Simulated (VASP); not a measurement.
# HCl (R-3m) in VASP: a series of runs

Runs on HCl. Level: r2SCAN. Tasks: single point.

Everything below comes from runs of VASP 6.6.1. Logs are shortened: lines on timing, memory, paths and dates and some standing lists are left out, and cuts for length are marked.

## (1) The cell of the first run

The structure is trigonal, space group R-3m (No. 166). The conventional cell has a = 4.340 Å, b = 4.340 Å, c = 7.547 Å, α = 90.00°, β = 90.00°, γ = 120.00°. H (site symmetry -3m) has 6 Cl at 2.80 Å and 6 H at 3.55 Å within 3.7 Å. Cl (site symmetry -3m) has 6 H at 2.80 Å and 6 Cl at 3.55 Å within 3.7 Å.

## (2) Single point, r2SCAN

Contents of POSCAR:

```
HCl
1.0
   -0.5932550136      2.4753054015      2.4753054015
    2.4753054015     -0.5932550136      2.4753054015
    2.4753054015      2.4753054015     -0.5932550136
H Cl
1 1
Direct
    0.0000000000      0.0000000000      0.0000000000
    0.5000000000      0.5000000000      0.5000000000
```

Contents of INCAR.step1:

```
PREC = Accurate
ENCUT = 520
ISMEAR = 0
SIGMA = 0.15
LREAL = F
LASPH = T
NELM = 100
NBANDS = 11
GGA = PE
ALGO = Normal
EDIFF = 1E-4
LWAVE = T
LCHARG = F
```

Contents of INCAR.step2:

```
PREC = Accurate
ENCUT = 520
EDIFF = 1E-7
ISMEAR = 0
SIGMA = 0.15
LREAL = F
LASPH = T
NELM = 100
ALGO = Normal
ISIF = 2
LWAVE = F
LCHARG = F
METAGGA = R2SCAN
LMIXTAU = T
NBANDS = 11
ISTART = 1
```

Contents of KPOINTS:

```
regular mesh
0
Gamma
  16 16 16
```

Potentials or basis: VASP PAW PBE potentials, release 64 (H, Cl).

The run is started by

```sh
> cat potpaw_PBE.64/H/POTCAR potpaw_PBE.64/Cl/POTCAR > POTCAR
> cp INCAR.step1 INCAR
> mpirun -np 1 vasp_std > vasp.out
> cp INCAR.step2 INCAR
> mpirun -np 1 vasp_std > vasp.out
```

OUTCAR:

```text
PREC = Accurate
   ENCUT = 520
   EDIFF = 1E-7
   ISMEAR = 0
   LREAL = F
   LASPH = T
   NELM = 100
   ISIF = 2
   METAGGA = R2SCAN
   ISTART = 1

 ion  position               nearest neighbor table
   1  0.000  0.000  0.000-
   2  0.500  0.500  0.500-

  LATTYP: Found a trigonal (rhomboedric) cell.
 ALAT       =     3.5505246334
 COS(alpha) =     0.2530624440

  Lattice vectors:

 A1 = (  -0.5932550136,   2.4753054015,   2.4753054015)
 A2 = (   2.4753054015,  -0.5932550136,   2.4753054015)
 A3 = (   2.4753054015,   2.4753054015,  -0.5932550136)

Analysis of symmetry for initial positions (statically):
=====================================================================
 Subroutine PRICEL returns:
 Original cell was already a primitive cell.

 Routine SETGRP: Setting up the symmetry group for a
 trigonal (rhombohedral) supercell.

 Subroutine GETGRP returns: Found 12 space group operations
 (whereof 12 operations were pure point group operations)
 out of a pool of 12 trial point group operations.

The static configuration has the point symmetry D_3d.

Analysis of symmetry for dynamics (positions and initial velocities):
=====================================================================
 Subroutine PRICEL returns:
 Original cell was already a primitive cell.

 Routine SETGRP: Setting up the symmetry group for a
 trigonal (rhombohedral) supercell.

 Subroutine GETGRP returns: Found 12 space group operations
 (whereof 12 operations were pure point group operations)
 out of a pool of 12 trial point group operations.

The dynamic configuration has the point symmetry D_3d.

 Subroutine INISYM returns: Found 12 space group operations
 (whereof 12 operations are pure point group operations),
 and found     1 'primitive' translations

----------------------------------------------------------------------------------------

                                     Primitive cell

  volume of cell :      41.0291

  direct lattice vectors                    reciprocal lattice vectors
    -0.593255014  2.475305402  2.475305402    -0.140758149  0.185127565  0.185127565
     2.475305402 -0.593255014  2.475305402     0.185127565 -0.140758149  0.185127565
     2.475305402  2.475305402 -0.593255014     0.185127565  0.185127565 -0.140758149

  length of vectors
     3.550524633  3.550524633  3.550524633     0.297249536  0.297249536  0.297249536

  position of ions in fractional coordinates (direct lattice)
     0.000000000  0.000000000  0.000000000
     0.500000000  0.500000000  0.500000000

  ion indices of the primitive-cell ions
   primitive index   ion index
                 1           1
                 2           2

----------------------------------------------------------------------------------------

 KPOINTS: regular mesh

Automatic generation of k-mesh.
 Grid dimensions read from file:
 generate k-points for:   16   16   16

 Generating k-lattice:

  Cartesian coordinates                     Fractional coordinates (reciprocal lattice)
    -0.008797384  0.011570473  0.011570473     0.062500000  0.000000000 -0.000000000
     0.011570473 -0.008797384  0.011570473     0.000000000  0.062500000 -0.000000000
     0.011570473  0.011570473 -0.008797384     0.000000000  0.000000000  0.062500000

  Length of vectors
     0.018578096  0.018578096  0.018578096

  Shift w.r.t. Gamma in fractional coordinates (k-lattice)
     0.000000000  0.000000000  0.000000000

 Subroutine IBZKPT returns following result:
 ===========================================

 Found    417 irreducible k-points:

 Following reciprocal coordinates:
            Coordinates               Weight
  0.000000  0.000000  0.000000      1.000000
  0.062500  0.000000 -0.000000      6.000000
  0.125000  0.000000 -0.000000      6.000000
  0.187500  0.000000 -0.000000      6.000000
  0.250000  0.000000 -0.000000      6.000000
  0.312500  0.000000  0.000000      6.000000
[... 16 lines left out ...]
 -0.125000  0.062500  0.000000     12.000000
 -0.062500  0.062500  0.000000      6.000000
 [... further k-points ...]
   k-points           NKPTS =    417   k-points in BZ     NKDIM =    417   number of bands    NBANDS=     11
   number of dos      NEDOS =    301   number of ions     NIONS =      2
   total plane-waves  NPLWV =  21952
   dimension x,y,z NGX =    28 NGY =   28 NGZ =   28
   dimension x,y,z NGXF=    56 NGYF=   56 NGZF=   56
   ions per type =               1   1
   NGX,Y,Z   is equivalent  to a cutoff of  13.11, 13.11, 13.11 a.u.
   NGXF,Y,Z  is equivalent  to a cutoff of  26.22, 26.22, 26.22 a.u.
 SYSTEM =  unknown system
   PREC   = accura    normal or accurate (medium, high low for compatibility)
   ISTART =      1    job   : 0-new  1-cont  2-samecut
   ICHARG =      0    charge: 1-file 2-atom 10-const
   ISPIN  =      1    spin polarized calculation?
   LNONCOLLINEAR =      F non collinear calculations
   LSORBIT =      F    spin-orbit coupling
   LASPH  =      T    aspherical Exc in radial PAW
   ENCUT  =  520.0 eV  38.22 Ry    6.18 a.u.   6.60  6.60  6.60*2*pi/ulx,y,z
   NELM   =    100;   NELMIN=  2; NELMDL=  0     # of ELM steps
   EDIFF  = 0.1E-06   stopping-criterion for ELM
   LREAL  =      F    real-space projection
   EDIFFG = 0.1E-05   stopping-criterion for IOM
   NSW    =      0    number of steps for IOM
   IBRION =     -1    ionic relax: 0-MD 1-quasi-New 2-CG
   NFREE  =      0    steps in history (QN), initial steepest desc. (CG)
   ISIF   =      2    stress and relaxation
   ISYM   =      2    0-nonsym 1-usesym 2-fastsym
   POTIM  = 0.5000    time-step for ionic-motion
   TEBEG  =    0.0;   TEEND  =   0.0 temperature during run
   PSTRESS=    0.0 pullay stress
   NELECT =       8.0000    total number of electrons
   NUPDOWN=      -1.0000    fix difference up-down
   EMIN   =  10.00;   EMAX   =-10.00  energy-range for DOS
   EFERMI =   0.00;   METHOD = LEGACY
   ISMEAR =     0;   SIGMA  =   0.15  broadening in eV -4-tet -1-fermi 0-gaus
   EFERMI_NEDOS =   21; number of points for ismear=-14 and -15
   IALGO  =     38    algorithm
   IMIX   =      4    mixing-type and parameters
     AMIX     =   0.40;   BMIX     =  1.00
     AMIX_MAG =   1.60;   BMIX_MAG =  1.00
  volume/ion in A,a.u.               =      20.51       138.44
  Fermi-wavevector in a.u.,A,eV,Ry     =   0.949308  1.793933 12.261388  0.901187
  Thomas-Fermi vector in A             =   2.077579
   LORBIT       =      0    0 simple, 1 ext, 2 COOP (PROOUT), +10 PAW based schemes
   METAGGA = R2SCAN    functional components
   LHFCALC =     F    Hartree Fock is set to
   AEXX    =    0.0000 exact exchange contribution
   IVDW    =     0    specifies the selected vdW correction
   LEPSILON=     F    determine dielectric tensor
   LRPA    =     F    only Hartree local field effects (RPA)
 non-spin polarized calculation
 Gauss-broadening in eV      SIGMA  =   0.15
  energy-cutoff  :      520.00
  volume of cell :       41.03
 maximum number of plane-waves:      1117
   NGX = 13   NGY = 13   NGZ = 13

 number of electron       8.0000002 magnetization

 Free energy of the ion-electron system (eV)
  ---------------------------------------------------
  ext. energy  EPLUGINS =         0.00000000
  ---------------------------------------------------
  free energy    TOTEN  =        -6.75701457 eV

  energy without entropy =       -6.75070320  energy(sigma->0) =       -6.75385889

 E-fermi :  -2.1987     XC(G=0):  -8.0008

 val. band max:       -2.2020766959   @ k =  -0.0625   0.0625   0.0000
 cond. band min:      -2.1868150567   @ k =  -0.4375   0.5000   0.0625
 fundamental gap:      0.0152616392
 Fermi energy:        -2.1986734959

 k-point     1 :       0.0000    0.0000    0.0000
  band No.  band energies     occupation
      1     -16.2359      2.00000
      2      -2.7824      2.00000
      3      -2.7373      2.00000
      4      -2.7373      2.00000
      5      -2.1473      0.62789
      6       9.5213      0.00000
      7       9.5213      0.00000
      8      10.1084      0.00000
      9      14.0249      0.00000
     10      14.2436      0.00000
     11      14.2436      0.00000

 k-point     2 :       0.0625    0.0000   -0.0000
  band No.  band energies     occupation
      1     -16.2238      2.00000
      2      -3.2497      2.00000
      3      -2.7328      2.00000
      4      -2.3395      1.81579
      5      -2.1094      0.39994
      6       9.4733      0.00000
      7       9.5547      0.00000
      8      10.0658      0.00000
      9      13.5973      0.00000
     10      13.6099      0.00000
     11      14.7685      0.00000

 k-point     3 :       0.1250    0.0000   -0.0000
  band No.  band energies     occupation
      1     -16.1888      2.00000
      2      -3.7534      2.00000
      3      -2.7197      2.00000
      4      -2.2389      1.29562
      5      -1.7916      0.00012
      6       9.0768      0.00000
      7       9.6424      0.00000
      8      10.2882      0.00000
      9      12.8410      0.00000
     10      13.2649      0.00000
     11      14.8571      0.00000

 k-point     4 :       0.1875    0.0000   -0.0000
  band No.  band energies     occupation
      1     -16.1355      2.00000
      2      -4.2468      2.00000
      3      -2.6999      2.00000
      4      -2.2580      1.42375
      5      -1.3953      0.00000
      6       8.4601      0.00000
      7       9.7395      0.00000
      8      10.7757      0.00000
      9      12.2704      0.00000
     10      13.0685      0.00000
     11      14.6128      0.00000

 k-point     5 :       0.2500    0.0000   -0.0000
  band No.  band energies     occupation
      1     -16.0709      2.00000
      2      -4.7032      2.00000
      3      -2.6761      1.99999
      4      -2.2873      1.59660
      5      -1.0298      0.00000
      6       7.8291      0.00000
      7       9.7638      0.00000
      8      11.3350      0.00000
      9      11.9848      0.00000
     10      13.0224      0.00000
     11      14.3584      0.00000
[... 211 lines left out ...]
 k-point    21 :      -0.2500    0.0625    0.0000
  band No.  band energies     occupation
      1     -16.0509      2.00000
      2      -4.7979      2.00000
      3      -2.7608      2.00000
      4      -2.3406      1.81910
      5      -0.8543      0.00000
      6       7.8160      0.00000
      7       9.6816      0.00000
      8      11.1767      0.00000
      9      12.2128      0.00000
     10      13.1459      0.00000
     11      14.5553      0.00000

 k-point    22 :      -0.1875    0.0625   -0.0000
  band No.  band energies     occupation
      1     -16.1157      2.00000
      2      -4.3884      2.00000
      3      -2.7756      2.00000
      4      -2.3032      1.67565
      5      -1.1792      0.00000
      6       8.4195      0.00000
      7       9.6394      0.00000
      8      10.7180      0.00000
      9      12.2993      0.00000
     10      13.2151      0.00000
     11      14.9066      0.00000

 k-point    23 :      -0.1250    0.0625    0.0000
  band No.  band energies     occupation
      1     -16.1706      2.00000
      2      -3.9576      2.00000
      3      -2.7767      2.00000
      4      -2.2558      1.40964
      5      -1.5509      0.00000
      6       9.0298      0.00000
      7       9.5438      0.00000
      8      10.2611      0.00000
      9      12.6233      0.00000
     10      13.5150      0.00000
     11      15.1920      0.00000

 k-point    24 :      -0.0625    0.0625    0.0000
  band No.  band energies     occupation
      1     -16.2083      2.00000
      2      -3.5507      2.00000
      3      -2.7604      2.00000
      4      -2.2021      1.02560
      5      -1.9491      0.01862
      6       9.4466      0.00000
      7       9.4973      0.00000
      8      10.0172      0.00000
      9      13.0646      0.00000
     10      13.8765      0.00000
     11      14.8628      0.00000

 [... further k-points ...]
[... 5 lines left out ...]
  --------------------------------------------------------------------------------------
  -------------------------------------------------------------------------------------
  Total       -2.2722881     -2.2722881     -2.2722881      0.7876618      0.7876618      0.7876618
  in kB      -88.7322708    -88.7322708    -88.7322708     30.7579932     30.7579932     30.7579932
  external PRESSURE =     -88.7322708 kB  Pullay stress =       0.0000000 kB

 VOLUME and BASIS-vectors are now :
 -----------------------------------------------------------------------------
  energy-cutoff  :      520.00
  volume of cell :       41.03
      direct lattice vectors                 reciprocal lattice vectors
    -0.593255014  2.475305402  2.475305402    -0.140758149  0.185127565  0.185127565
     2.475305402 -0.593255014  2.475305402     0.185127565 -0.140758149  0.185127565
     2.475305402  2.475305402 -0.593255014     0.185127565  0.185127565 -0.140758149

 POSITION                                       TOTAL-FORCE (eV/Angst)
 -----------------------------------------------------------------------------------
      0.00000      0.00000      0.00000         0.000000      0.000000      0.000000
      2.17868      2.17868      2.17868        -0.000000     -0.000000     -0.000000
 -----------------------------------------------------------------------------------
    total drift:                                0.000000      0.000000      0.000000

  FREE ENERGIE OF THE ION-ELECTRON SYSTEM (eV)
  ---------------------------------------------------
  free  energy   TOTEN  =        -6.7570145698 eV

  energy  without entropy=       -6.7507032048  energy(sigma->0) =       -6.75385889
```

It took 4.9 min on 1 thread of Intel Xeon 6975P-C (Granite Rapids), shared host; peak memory 0.29 GiB.

Results:

```yaml
Free_energy: -6.7570 eV
Pressure: -8.9 GPa
Band_gap_on_the_k_mesh: zero (band 4 reaches -2.20 eV, above the bottom of band 5 at -2.46 eV)
```

Caveat: the PAW data sets were made with another functional, which shifts forces and pressure a little.

## (3) Single point, r2SCAN

This run uses another cell than the first one, of the same volume but with other edges.

Contents of POSCAR:

```
HCl
1.0
    1.4485034599      3.6212586498      3.6212586498
    3.6212586498      1.4485034599      3.6212586498
    3.6212586498      3.6212586498      1.4485034599
H Cl
1 1
Direct
    0.0000000000      0.0000000000      0.0000000000
    0.5000000000      0.5000000000      0.5000000000
```

Contents of INCAR.step1:

```
PREC = Accurate ; ENCUT = 520
ISMEAR = 0 ; SIGMA = 0.15
LREAL = False ; LASPH = True
NELM = 100 ; NBANDS = 11
GGA = PE ; ALGO = Normal
EDIFF = 1E-4 ; LWAVE = True
LCHARG = False
```

Contents of INCAR.step2:

```
PREC = Accurate ; ENCUT = 520
EDIFF = 1E-7 ; ISMEAR = 0
SIGMA = 0.15 ; LREAL = False
LASPH = True ; NELM = 100
ALGO = Normal ; ISIF = 2
LWAVE = False ; LCHARG = True
METAGGA = R2SCAN ; LMIXTAU = True
LELF = True ; LVHAR = True
NBANDS = 11 ; ISTART = 1
```

KPOINTS is that of step 2.

Potentials or basis: VASP PAW PBE potentials, release 64 (H, Cl).

The run is started by

```sh
> cat potpaw_PBE.64/H/POTCAR potpaw_PBE.64/Cl/POTCAR > POTCAR
> cp INCAR.step1 INCAR
> mpirun -np 1 vasp_std > vasp.out
> cp INCAR.step2 INCAR
> mpirun -np 1 vasp_std > vasp.out
```

Run time: 12 min. Hardware: 1 thread of Intel Xeon 6975P-C (Granite Rapids), shared host; peak memory 0.37 GiB.

The run converged. Its results:

```yaml
Free_energy: -5.9958 eV
Pressure: -5.3 GPa
Band_gap_on_the_k_mesh: zero (band 4 reaches -1.04 eV, above the bottom of band 5 at -2.07 eV)
```

Stress tensor (GPa, compression positive):
```
-5.31 -1.49 -1.49
-1.49 -5.31 -1.49
-1.49 -1.49 -5.31
```

Levels at points of the mesh, in eV from the Fermi level:
```tsv
k point	band 2	band 3	band 4	band 5	band 6	band 7
(0.00, 0.00, 0.00)	-2.63	-1.91	0.68	0.68	11.88	12.53
(0.50, 0.00, 0.00)	-3.94	-1.53	-0.33	0.57	7.57	9.87
(0.50, 0.50, 0.00)	-3.83	-1.47	-0.34	-0.08	9.45	10.37
(0.50, 0.50, 0.50)	-4.01	0.21	0.68	0.68	9.09	12.34
```

Caveat: the PAW data sets were made with another functional, which shifts forces and pressure a little.
